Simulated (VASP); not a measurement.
**V: single point with LDA**

V:

```
V
1.0
    -1.53428    1.53428    1.53428
     1.53428   -1.53428    1.53428
     1.53428    1.53428   -1.53428
V
1
Direct
  0.00000 0.00000 0.00000
```

This cell differs from its parent crystal: volume scaled by 1.04.

```json
{
  "Program": "VASP 6.6.1",
  "Task": "single point",
  "Functional": "LDA",
  "Potentials or basis": "VASP PAW LDA potentials, release 64 (V_sv)",
  "Cutoff": "520 eV",
  "k mesh": "12 × 12 × 12",
  "Occupations": "fermi-dirac, width 0.05 eV",
  "Spin": "collinear spin, ferromagnetic start",
  "Starting moments": "[2.0] μB"
}
```

```json
{
  "Pressure": "-22.4 GPa",
  "Net moment": "0.00 μB per cell",
  "Valence electrons inside the program's atomic spheres": "V 11.56"
}
```

Levels at points of the mesh, in eV from the Fermi level:
Spin up:
| k point | band 3 | band 4 | band 5 | band 6 | band 7 | band 8 | band 9 | band 10 |
| --- | --- | --- | --- | --- | --- | --- | --- | --- |
| (0.00, 0.00, 0.00) | -36.84 | -36.84 | -6.35 | 0.38 | 0.38 | 0.38 | 2.20 | 2.20 |
| (0.50, 0.00, 0.00) | -37.08 | -36.85 | -2.94 | -1.02 | 1.52 | 2.19 | 2.51 | 3.77 |
| (0.50, 0.50, 0.50) | -37.35 | -37.35 | -2.70 | -2.70 | 3.41 | 3.41 | 3.41 | 9.59 |
Spin down:
```
           k point  band 2  band 3  band 4  band 5  band 6  band 7  band 8  band 9  band 10  band 11
(0.00, 0.00, 0.00)  -36.84  -36.84  -36.84   -6.35    0.38    0.38    0.38    2.20     2.20    20.01
(0.50, 0.00, 0.00)  -37.58  -37.08  -36.84   -2.94   -1.02    1.52    2.19    2.51     3.77     9.35
(0.50, 0.50, 0.50)  -37.35  -37.35  -37.35   -2.70   -2.70    3.41    3.41    3.41     9.59     9.59
```

Run time: 20 s on 1 thread of Intel(R) Xeon(R) Platinum 8488C (Sapphire Rapids), with other jobs on the host, peak memory 0.13 GiB.
